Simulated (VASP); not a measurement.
Set up this calculation in VASP 6.6.1, as the native input.

```yaml
Task: single point
Functional: PBE
Potentials_or_basis: VASP PAW PBE potentials, release 64 (Cl, Lu, O, W_sv)
Cutoff: 520 eV
k_mesh: 5 × 5 × 3
Occupations: fermi-dirac, width 0.0149 eV
Spin: collinear spin, ferromagnetic start
Starting_moments: "[3.0, 2.0, 3.0, 3.0, 2.0, 2.0, 1.0, 3.0] μB"
Dipole_correction: no
Further_INCAR_settings: ALGO = Normal; EDIFF = 1e-06; NBANDS = 56
```

The structure of LuW2ClO4 lies in POSCAR:

```
LuW2ClO4
1.0
    3.5184490000      0.0000000000      0.0000000000
    0.0000000000      3.5184490000      0.0000000000
    0.0000000000      0.0000000000      8.1500790000
Cl Lu O W
1 1 4 2
Direct
    0.0000000000      0.0000000000      0.5000000000
    0.0000000000      0.0000000000      0.0000000000
    0.5000000000      0.0000000000      0.8480000000
    0.0000000000      0.5000000000      0.8480000000
    0.5000000000      0.0000000000      0.1520000000
    0.0000000000      0.5000000000      0.1520000000
    0.5000000000      0.5000000000      0.7193000000
    0.5000000000      0.5000000000      0.2807000000
```

These files were run (other wordings do the same):

INCAR

```
SYSTEM = LuW2ClO4
ALGO = Normal ; EDIFF = 1E-6
ENCUT = 520 ; GGA = PE
ISIF = 2 ; ISMEAR = -1
ISPIN = 2 ; LASPH = .True.
LCHARG = .True. ; LELF = .True.
LMAXMIX = 4 ; LORBIT = 11
LREAL = .False. ; LVHAR = .True.
LWAVE = .False. ; MAGMOM = 3 2 3 3 2 2 1 3
NBANDS = 56 ; NELM = 150
PREC = Accurate ; SIGMA = 0.0149
```

KPOINTS

```
k-points
0
Gamma
  5 5 3
  0 0 0
```

Potentials or basis: VASP PAW PBE potentials, release 64 (Cl, Lu, O, W_sv).

Launch:

```console
$ cat potpaw_PBE.64/Cl/POTCAR potpaw_PBE.64/Lu/POTCAR potpaw_PBE.64/O/POTCAR potpaw_PBE.64/W_sv/POTCAR > POTCAR
$ mpirun -np 1 vasp_std > vasp.out
```

It gave:

The pressure is 17.2 GPa, the largest force is 3.057 eV/Å and the net moment is 2.13 μB per cell. The site moments are Cl -0.02; Lu +0.04; O +0.02; W +0.86 μB and the valence electrons inside the program's atomic spheres are Cl 5.02; Lu 23.96; O 5.12; W 11.80.

Caveat: the stress differs along the axes, from 7 to 22 GPa; forces of over 1 eV/Å act on the atoms, so gaps and moduli don't describe the material at rest.

Wall time 2.7 min on 1 thread of Oxide Virtual Turin-like Processor, with other jobs on the host, peak memory 0.29 GiB.
